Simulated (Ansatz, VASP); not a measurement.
# NaI: VASP beside Ansatz

Contents of INCAR:

```
SYSTEM = NaI
ALGO = Normal
EDIFF = 1E-7
EDIFFG = -0.005
ENCUT = 600
GGA = PE
IBRION = 2
ISIF = 3
ISMEAR = 0
IVDW = 12
LASPH = .TRUE.
LCHARG = .FALSE.
LREAL = .FALSE.
LWAVE = .FALSE.
NELM = 80
NSW = 100
PREC = Accurate
SIGMA = 0.02
```

Contents of KPOINTS:

```
k-points
0
G
  8 8 8
  0 0 0
```

Contents of POSCAR:

```
NaI
1.0
   -2.1876569970      2.1876569970      7.2872756615
    2.1876569970     -2.1876569970      7.2872756615
    2.1876569970      2.1876569970     -7.2872756615
Na I
2 2
Direct
    0.2500000000      0.7500000000      0.5000000000
    0.5000000000      0.5000000000      0.0000000000
    0.7500000000      0.2500000000      0.5000000000
    0.0000000000      0.0000000000      0.0000000000
```

Input for Ansatz:

```yaml
crystal:
  lattice:
    - [-2.187656997, 2.187656997, 7.2872756615]
    - [2.187656997, -2.187656997, 7.2872756615]
    - [2.187656997, 2.187656997, -7.2872756615]
  atoms:
    - { symbol: Na, position: [0.25, 0.75, 0.5] }
    - { symbol: Na, position: [0.5, 0.5, 0.0] }
    - { symbol: I, position: [0.75, 0.25, 0.5] }
    - { symbol: I, position: [0.0, 0.0, 0.0] }
basis:
  ecutwfc: 420
kpoints:
  mp_grid: { grid: [8, 8, 8] }
hamiltonian:
  xc: pbe
  dispersion: d3bj
scf:
  occupations: { method: gaussian, width: 0.02 }
output:
  forces: true
  stress: true
  eigenvalues: true
  write_density: true
  write_potential: true
  elf: true
  volumetric_format: npy
relax:
  adjacent_minimum: "off"
  f_tol: 0.005
  max_steps: 80
  cell: { stress_tol: 0.05 }
```

Alike in both runs: task relaxation of cell and atoms; functional PBE; dispersion D3(BJ); k mesh 8 × 8 × 8; occupations gaussian, width 0.02 eV; no spin polarisation.

```csv
,VASP,Ansatz
version,VASP 6.6.1,Ansatz 0.2.0
potentials or method,"VASP PAW PBE potentials, release 64 (Na_pv, I), cutoff 600 eV","scalar-relativistic, plane waves, PAW"
valence electrons in the cell,28,52
```

Ansatz gave:

```
gap on the k mesh at the Fermi level, each at its own relaxed structure (eV)  : 2.67
relaxed volume (Å³/atom)                                                      : 34.88
relaxed length of the cell vector where the two differ most in proportion (Å) : 7.917
```

Question: What did VASP give for the same quantities?

Answer: gap on the k mesh at the Fermi level, each at its own relaxed structure (eV): 2.67; relaxed volume (Å³/atom): 34.89; relaxed length of the cell vector where the two differ most in proportion (Å): 7.916.

VASP's potentials hold 28 valence electrons a cell and Ansatz's 52, so a difference there can come from the potentials and not from the codes.

Neither program's run includes spin-orbit coupling.
